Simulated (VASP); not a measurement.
Crystal: CdS.

```
CELL_PARAMETERS angstrom
0.00000 2.72678 2.72678
2.72678 0.00000 2.72678
2.72678 2.72678 0.00000
ATOMIC_POSITIONS crystal
Cd 0.00000 0.00000 0.00000
S 0.50000 0.50000 0.50000
```

Base run:

| Property | Result |
| --- | --- |
| Program | VASP 6.6.1 |
| Functional | PBEsol |
| Potentials or basis | VASP PAW PBE potentials, release 64 (Cd, S) |
| Cutoff | 520 eV |
| k mesh | 6 × 6 × 6 |
| Occupations | gaussian, width 0.01 eV |
| Spin | no spin polarisation |

Its results: band gap on the k mesh 0.12 eV, indirect (least direct gap 1.60 eV); pressure -1.9 GPa.

Question: The run is repeated on the same cell with these changes: functional from PBEsol to PBE-based screened hybrid; k mesh from 6 × 6 × 6 to 4 × 4 × 4. What comes out?

Answer: Band gap on the k mesh 2.46 eV, indirect (least direct gap 4.02 eV); pressure -0.6 GPa.

Several settings changed at once, so the effect can't be laid on one alone.

Caveats: some runs use coarse meshes; the PAW data sets were made with another functional, which shifts forces and pressure a little.

A k mesh can miss the band edges.
